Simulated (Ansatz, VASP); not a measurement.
**One calculation of MgO, two programs**

INCAR

```
PREC     = Accurate       # precision mode
ENCUT    = 520            # plane-wave cutoff, eV
EDIFF    = 1E-6           # SCF threshold, eV
ISMEAR   = 0              # smearing method
SIGMA    = 0.05           # smearing width, eV
LREAL    = False          # projectors in reciprocal space
LASPH    = True           # aspherical terms in the spheres
NELM     = 60             # most SCF steps
ALGO     = Normal         # electronic algorithm
ISIF     = 2              # what is computed and relaxed
LWAVE    = False          # write WAVECAR
LCHARG   = False          # write CHGCAR
GGA      = PE             # functional
NBANDS   = 16             # bands
```

KPOINTS

```
regular mesh
0
Gamma
  9 9 6
```

File POSCAR:

```
MgO
1.0
    3.6735795496      0.0000000000      0.0000000000
   -1.8367897748      3.1814132127      0.0000000000
    0.0000000000      0.0000000000      4.0820815955
Mg O
2 2
Direct
    0.6666666667      0.3333333333      0.7500000000
    0.3333333333      0.6666666667      0.2500000000
    0.6666666667      0.3333333333      0.2500000000
    0.3333333333      0.6666666667      0.7500000000
```

Input for Ansatz:

```yaml
crystal:
  lattice:
    - [3.6735795496, 0.0, 0.0]
    - [-1.8367897748, 3.1814132127, 0.0]
    - [0.0, 0.0, 4.0820815955]
  atoms:
    - { symbol: Mg, position: [0.6666666667, 0.3333333333, 0.75] }
    - { symbol: Mg, position: [0.3333333333, 0.6666666667, 0.25] }
    - { symbol: O, position: [0.6666666667, 0.3333333333, 0.25] }
    - { symbol: O, position: [0.3333333333, 0.6666666667, 0.75] }
basis:
  ecutwfc: 520.0
kpoints:
  mp_grid: { grid: [9, 9, 6] }
hamiltonian:
  xc: pbe
  pseudopotentials: { kind: paw, azcp: { folder: soft_1 } }
scf:
  occupations: { method: gaussian, width: 0.05 }
output:
  forces: true
  stress: true
  eigenvalues: true
```

Alike in both runs: task single point; functional PBE; k mesh 9 × 9 × 6; occupations gaussian, width 0.05 eV; no spin polarisation.

|  | VASP | Ansatz |
| --- | --- | --- |
| version | VASP 6.6.1 | Ansatz 0.2.0 |
| potentials or method | VASP PAW PBE potentials, release 64 (Mg, O), cutoff 520 eV | scalar-relativistic, plane waves, PAW |
| valence electrons in the cell | 16 | 32 |

Ansatz gave:

* gap on the k mesh at the Fermi level (eV): 3.18
* least direct gap on the mesh (eV): 3.18
* pressure (GPa): -3.5
* traceless stress, the component that is largest in VASP (GPa): 7.20

**Question.** Which values does VASP return?

**Answer.** gap on the k mesh at the Fermi level (eV): 3.17; least direct gap on the mesh (eV): 3.17; pressure (GPa): -4.0; traceless stress, the component that is largest in VASP (GPa): 7.16.

With one functional, cell and mesh, what is left measures potentials, basis and numerics. VASP's potentials hold 16 valence electrons a cell and Ansatz's 32, so a difference there can come from the potentials and not from the codes.
